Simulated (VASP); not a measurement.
# TiI in VASP: single point with r2SCAN

Aim: the single point of TiI with r2SCAN.

Program: VASP 6.6.1. These are calculated values, not measurements. Logs are shortened: lines on timing, memory, paths and dates and some standing lists are left out, and cuts for length are marked.

### 1 The cell of the first run

The typed cell holds 4 atoms: a = 3.816 Å, b = 3.816 Å, c = 7.470 Å, α = 90.00°, β = 90.00°, γ = 120.00°.

### 2 Single point, r2SCAN

POSCAR

```
TiI
1.0
    3.8157360000      0.0000000000      0.0000000000
   -1.9078680000      3.3045280000      0.0000000000
    0.0000000000      0.0000000000      7.4696610000
Ti I
2 2
Direct
    0.3333000000      0.6667000000      0.2500000000
    0.6666000000      0.3333000000      0.7500000000
    0.0000000000      0.0000000000      0.0000000000
    0.0000000000      0.0000000000      0.5000000000
```

INCAR.step1

```
SYSTEM = TiI
  ALGO = Normal
  EDIFF = 1E-4
  ENCUT = 520
  GGA = PE
  ISMEAR = -1
  LASPH = .True.
  LCHARG = .False.
  LREAL = .False.
  LWAVE = .True.
  NBANDS = 27
  NELM = 80
  PREC = Accurate
  SIGMA = 0.1
```

INCAR.step2

```
SYSTEM = TiI
  ALGO = Normal
  EDIFF = 1E-6
  ENCUT = 520
  ISIF = 2
  ISMEAR = -1
  ISTART = 1
  LASPH = .True.
  LCHARG = .False.
  LMIXTAU = .True.
  LREAL = .False.
  LWAVE = .False.
  METAGGA = R2SCAN
  NBANDS = 27
  NELM = 80
  PREC = Accurate
  SIGMA = 0.1
```

KPOINTS

```
k-points
0
Gamma
  10 10 5
  0 0 0
```

Potentials or basis: VASP PAW PBE potentials, release 64 (Ti_sv, I).

On the command line:

```console
$ cat potpaw_PBE.64/Ti_sv/POTCAR potpaw_PBE.64/I/POTCAR > POTCAR
$ cp INCAR.step1 INCAR
$ mpirun -np 1 vasp_std > vasp.out
$ cp INCAR.step2 INCAR
$ mpirun -np 1 vasp_std > vasp.out
```

OUTCAR:

```text
SYSTEM = TiI
   EDIFF = 1E-6
   ENCUT = 520
   ISIF = 2
   ISMEAR = -1
   ISTART = 1
   LASPH = .True.
   LREAL = .False.
   METAGGA = R2SCAN
   NELM = 80
   PREC = Accurate

 ion  position               nearest neighbor table
   1  0.333  0.667  0.250-   3 2.89   4 2.89   3 2.89   4 2.89   3 2.89   4 2.89
   2  0.667  0.333  0.750-   3 2.89   4 2.89   3 2.89   4 2.89   3 2.89   4 2.89
   3  0.000  0.000  0.000-   2 2.89   1 2.89   2 2.89   1 2.89   2 2.89   1 2.89
   4  0.000  0.000  0.500-   2 2.89   1 2.89   2 2.89   1 2.89   2 2.89   1 2.89

  LATTYP: Found a hexagonal cell.
 ALAT       =     3.8157360000
 C/A-ratio  =     1.9575937643

  Lattice vectors:

 A1 = (   3.8157360000,   0.0000000000,   0.0000000000)
 A2 = (  -1.9078680000,   3.3045280000,   0.0000000000)
 A3 = (   0.0000000000,   0.0000000000,   7.4696610000)

Analysis of symmetry for initial positions (statically):
=====================================================================
 Subroutine PRICEL returns:
 Original cell was already a primitive cell.

 Routine SETGRP: Setting up the symmetry group for a
 hexagonal supercell.

 Subroutine GETGRP returns: Found  4 space group operations
 (whereof  2 operations were pure point group operations)
 out of a pool of 24 trial point group operations.

The static configuration has the point symmetry C_2 .
 The point group associated with its full space group is C_2v.

Analysis of symmetry for dynamics (positions and initial velocities):
=====================================================================
 Subroutine PRICEL returns:
 Original cell was already a primitive cell.

 Routine SETGRP: Setting up the symmetry group for a
 hexagonal supercell.

 Subroutine GETGRP returns: Found  4 space group operations
 (whereof  2 operations were pure point group operations)
 out of a pool of 24 trial point group operations.

The dynamic configuration has the point symmetry C_2 .
 The point group associated with its full space group is C_2v.

 Subroutine INISYM returns: Found  4 space group operations
 (whereof  2 operations are pure point group operations),
 and found     1 'primitive' translations

----------------------------------------------------------------------------------------

                                     Primitive cell

  volume of cell :      94.1865

  direct lattice vectors                    reciprocal lattice vectors
     3.815736000  0.000000000  0.000000000     0.262072638  0.151307539  0.000000000
    -1.907868000  3.304528000  0.000000000     0.000000000  0.302615078  0.000000000
     0.000000000  0.000000000  7.469661000     0.000000000  0.000000000  0.133874884

  length of vectors
     3.815736000  3.815739196  7.469661000     0.302615332  0.302615078  0.133874884

  position of ions in fractional coordinates (direct lattice)
     0.333300000  0.666700000  0.250000000
     0.666600000  0.333300000  0.750000000
     0.000000000  0.000000000  0.000000000
     0.000000000  0.000000000  0.500000000

  ion indices of the primitive-cell ions
   primitive index   ion index
                 1           1
                 2           2
                 3           3
                 4           4

----------------------------------------------------------------------------------------

 KPOINTS: k-points

Automatic generation of k-mesh.
 Grid dimensions read from file:
 generate k-points for:   10   10    5

 Generating k-lattice:

  Cartesian coordinates                     Fractional coordinates (reciprocal lattice)
     0.026207264  0.015130754  0.000000000     0.100000000 -0.000000000  0.000000000
     0.000000000  0.030261508  0.000000000     0.000000000  0.100000000  0.000000000
     0.000000000  0.000000000  0.026774977     0.000000000  0.000000000  0.200000000

  Length of vectors
     0.030261533  0.030261508  0.026774977

  Shift w.r.t. Gamma in fractional coordinates (k-lattice)
     0.000000000  0.000000000  0.000000000

 Subroutine IBZKPT returns following result:
 ===========================================

 Found     93 irreducible k-points:

 Following reciprocal coordinates:
            Coordinates               Weight
  0.000000  0.000000  0.000000      1.000000
  0.100000  0.000000  0.000000      4.000000
  0.000000  0.100000  0.000000      2.000000
  0.200000  0.000000  0.000000      4.000000
  0.000000  0.200000  0.000000      2.000000
  0.300000  0.000000  0.000000      4.000000
[... 16 lines left out ...]
  0.200000  0.200000  0.000000      4.000000
 -0.400000  0.200000  0.000000      2.000000
 [... further k-points ...]
   k-points           NKPTS =     93   k-points in BZ     NKDIM =     93   number of bands    NBANDS=     27
   number of dos      NEDOS =    301   number of ions     NIONS =      4
   total plane-waves  NPLWV =  43904
   dimension x,y,z NGX =    28 NGY =   28 NGZ =   56
   dimension x,y,z NGXF=    56 NGYF=   56 NGZF=  112
   ions per type =               2   2
   NGX,Y,Z   is equivalent  to a cutoff of  12.20, 12.20, 12.46 a.u.
   NGXF,Y,Z  is equivalent  to a cutoff of  24.40, 24.40, 24.93 a.u.
 SYSTEM =  TiI
   PREC   = accura    normal or accurate (medium, high low for compatibility)
   ISTART =      1    job   : 0-new  1-cont  2-samecut
   ICHARG =      0    charge: 1-file 2-atom 10-const
   ISPIN  =      1    spin polarized calculation?
   LNONCOLLINEAR =      F non collinear calculations
   LSORBIT =      F    spin-orbit coupling
   LASPH  =      T    aspherical Exc in radial PAW
   ENCUT  =  520.0 eV  38.22 Ry    6.18 a.u.   7.09  7.09 13.89*2*pi/ulx,y,z
   NELM   =     80;   NELMIN=  2; NELMDL=  0     # of ELM steps
   EDIFF  = 0.1E-05   stopping-criterion for ELM
   LREAL  =      F    real-space projection
   EDIFFG = 0.1E-04   stopping-criterion for IOM
   NSW    =      0    number of steps for IOM
   IBRION =     -1    ionic relax: 0-MD 1-quasi-New 2-CG
   NFREE  =      0    steps in history (QN), initial steepest desc. (CG)
   ISIF   =      2    stress and relaxation
   ISYM   =      2    0-nonsym 1-usesym 2-fastsym
   POTIM  = 0.5000    time-step for ionic-motion
   TEBEG  =    0.0;   TEEND  =   0.0 temperature during run
   PSTRESS=    0.0 pullay stress
   NELECT =      38.0000    total number of electrons
   NUPDOWN=      -1.0000    fix difference up-down
   EMIN   =  10.00;   EMAX   =-10.00  energy-range for DOS
   EFERMI =   0.00;   METHOD = LEGACY
   ISMEAR =    -1;   SIGMA  =   0.10  broadening in eV -4-tet -1-fermi 0-gaus
   EFERMI_NEDOS =   21; number of points for ismear=-14 and -15
   IALGO  =     38    algorithm
   IMIX   =      4    mixing-type and parameters
     AMIX     =   0.40;   BMIX     =  1.00
     AMIX_MAG =   1.60;   BMIX_MAG =  1.00
  volume/ion in A,a.u.               =      23.55       158.90
  Fermi-wavevector in a.u.,A,eV,Ry     =   1.209687  2.285978 19.909998  1.463344
  Thomas-Fermi vector in A             =   2.345257
   LORBIT       =      0    0 simple, 1 ext, 2 COOP (PROOUT), +10 PAW based schemes
   METAGGA = R2SCAN    functional components
   LHFCALC =     F    Hartree Fock is set to
   AEXX    =    0.0000 exact exchange contribution
   IVDW    =     0    specifies the selected vdW correction
   LEPSILON=     F    determine dielectric tensor
   LRPA    =     F    only Hartree local field effects (RPA)
 non-spin polarized calculation
  energy-cutoff  :      520.00
  volume of cell :       94.19
 maximum number of plane-waves:      2559
   NGX = 15   NGY = 15   NGZ = 27

 number of electron      38.0000001 magnetization

 Free energy of the ion-electron system (eV)
  ---------------------------------------------------
  ext. energy  EPLUGINS =         0.00000000
  ---------------------------------------------------
  free energy    TOTEN  =       -73.86830374 eV

  energy without entropy =      -73.62817793  energy(sigma->0) =      -73.74824083

 E-fermi :   9.4862     XC(G=0): -11.0060

 val. band max:        9.4849748228   @ k =   0.0000   0.1000   0.0000
 cond. band min:       9.4998298273   @ k =  -0.4000   0.2000   0.0000
 fundamental gap:      0.0148550046
 Fermi energy:         9.4862268603

 k-point     1 :       0.0000    0.0000    0.0000
  band No.  band energies     occupation
      1     -50.4625      2.00000
      2     -50.4619      2.00000
      3     -25.7772      2.00000
      4     -25.7577      2.00000
      5     -25.7279      2.00000
      6     -25.7278      2.00000
[... 19 lines left out ...]
     26      10.9892      0.00000
     27      10.9897      0.00000

 k-point     2 :       0.1000    0.0000    0.0000
  band No.  band energies     occupation
      1     -50.4623      2.00000
      2     -50.4616      2.00000
      3     -25.7759      2.00000
      4     -25.7573      2.00000
      5     -25.7322      2.00000
      6     -25.7309      2.00000
[... 19 lines left out ...]
     26      11.0586      0.00000
     27      11.1400      0.00000

 k-point     3 :       0.0000    0.1000    0.0000
  band No.  band energies     occupation
      1     -50.4623      2.00000
      2     -50.4616      2.00000
      3     -25.7759      2.00000
      4     -25.7573      2.00000
      5     -25.7322      2.00000
      6     -25.7309      2.00000
[... 19 lines left out ...]
     26      11.0590      0.00000
     27      11.1401      0.00000

 k-point     4 :       0.2000    0.0000    0.0000
  band No.  band energies     occupation
      1     -50.4616      2.00000
      2     -50.4610      2.00000
      3     -25.7724      2.00000
      4     -25.7562      2.00000
      5     -25.7428      2.00000
      6     -25.7404      2.00000
[... 19 lines left out ...]
     26      11.2788      0.00000
     27      11.9038      0.00000
[... 516 lines left out ...]
      4     -25.7637      2.00000
      5     -25.7615      2.00000
      6     -25.7551      2.00000
[... 19 lines left out ...]
     26      11.3609      0.00000
     27      11.9785      0.00000

 k-point    23 :       0.2000    0.2000    0.0000
  band No.  band energies     occupation
      1     -50.4603      2.00000
      2     -50.4599      2.00000
      3     -25.7654      2.00000
      4     -25.7575      2.00000
      5     -25.7552      2.00000
      6     -25.7550      2.00000
[... 19 lines left out ...]
     26      11.8413      0.00000
     27      12.4651      0.00000

 k-point    24 :      -0.4000    0.2000    0.0000
  band No.  band energies     occupation
      1     -50.4603      2.00000
      2     -50.4599      2.00000
      3     -25.7654      2.00000
      4     -25.7574      2.00000
      5     -25.7552      2.00000
      6     -25.7550      2.00000
[... 19 lines left out ...]
     26      11.8415      0.00000
     27      12.4539      0.00000

 [... further k-points ...]
[... 5 lines left out ...]
  --------------------------------------------------------------------------------------
  -------------------------------------------------------------------------------------
  Total       -2.8068904     -2.8082200      4.0665078      0.0000000      0.0000000      0.0000000
  in kB      -47.7471426    -47.7697604     69.1741047      0.0000000      0.0000000      0.0000000
  external PRESSURE =      -8.7809328 kB  Pullay stress =       0.0000000 kB

 VOLUME and BASIS-vectors are now :
 -----------------------------------------------------------------------------
  energy-cutoff  :      520.00
  volume of cell :       94.19
      direct lattice vectors                 reciprocal lattice vectors
     3.815736000  0.000000000  0.000000000     0.262072638  0.151307539  0.000000000
    -1.907868000  3.304528000  0.000000000     0.000000000  0.302615078  0.000000000
     0.000000000  0.000000000  7.469661000     0.000000000  0.000000000  0.133874884

 POSITION                                       TOTAL-FORCE (eV/Angst)
 -----------------------------------------------------------------------------------
     -0.00019      2.20313      1.86742         0.000320     -0.000421      0.000000
      1.90768      1.10140      5.60225         0.000320      0.000421     -0.000000
      0.00000      0.00000      0.00000        -0.000320      0.000000      0.000000
      0.00000      0.00000      3.73483        -0.000320      0.000000      0.000000
 -----------------------------------------------------------------------------------
    total drift:                                0.000050     -0.000000     -0.000000

  FREE ENERGIE OF THE ION-ELECTRON SYSTEM (eV)
  ---------------------------------------------------
  free  energy   TOTEN  =       -73.8683037382 eV

  energy  without entropy=      -73.6281779309  energy(sigma->0) =      -73.74824083
```

Wall time 7.9 min (1 thread of Intel Xeon Platinum 8488C (Sapphire Rapids), shared host); peak memory 0.35 GiB.

What came out:

```
Free energy            : -73.8683 eV
Pressure               : -0.9 GPa
Band gap on the k mesh : zero (bands 19 and 20 overlap by 0.56 eV)
```

Caveat: the PAW data sets were made with another functional, which shifts forces and pressure a little; spin-orbit coupling is left out, which moves the levels of the heavy elements; semilocal functionals often make such compounds metallic where correlation or magnetic order opens a gap, which also shifts bond lengths.
